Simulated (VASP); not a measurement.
Set up this calculation in VASP 6.6.1, as the native input.

* Task: single point
* Functional: PBEsol
* Potentials or basis: VASP PAW PBE potentials, release 64 (Pb_d, F)
* Cutoff: 600 eV
* k mesh: 5 × 5 × 5
* Occupations: gaussian, width 0.01 eV
* Spin: no spin polarisation
* Dipole correction: no
* Further INCAR settings: ALGO = Normal; EDIFF = 1e-06; NBANDS = 21

The structure of PbF2 lies in POSCAR:

```
PbF2
1.0
    0.0000000000      2.9636600000      2.9636600000
    2.9636600000      0.0000000000      2.9636600000
    2.9636600000      2.9636600000      0.0000000000
Pb F
1 2
Direct
    0.0000000000      0.0000000000      0.0000000000
    0.2500000000      0.2500000000      0.2500000000
    0.7500000000      0.7500000000      0.7500000000
```

The input as run:

INCAR

```
SYSTEM = PbF2
PREC = Accurate ; ENCUT = 600
EDIFF = 1E-6 ; ISMEAR = 0
SIGMA = 0.01 ; LREAL = .False.
LASPH = .True. ; NELM = 120
ALGO = Normal ; ISIF = 2
LWAVE = .False. ; LCHARG = .False.
GGA = PS ; NBANDS = 21
GGA_COMPAT = .False.
```

KPOINTS

```
Automatic mesh
0
Gamma
  5 5 5
  0 0 0
```

Potentials or basis: VASP PAW PBE potentials, release 64 (Pb_d, F).

The run is started by

```bash
$ cat potpaw_PBE.64/Pb_d/POTCAR potpaw_PBE.64/F/POTCAR > POTCAR
$ mpirun -np 1 vasp_std > vasp.out
```

It gave:

```
Pressure               : -1.3 GPa
Band gap on the k mesh : 4.42 eV (least direct gap 4.68 eV)
```

Caveat: the PAW data sets were made with another functional, which shifts forces and pressure a little; spin-orbit coupling is left out, which moves the levels of the heavy elements; an odd mesh through Γ misses points on the zone boundary, where band edges can lie.

Wall time 12 s on 1 thread of Intel(R) Xeon(R) Platinum 8488C (Sapphire Rapids), with other jobs on the host, peak memory 0.2 GiB.
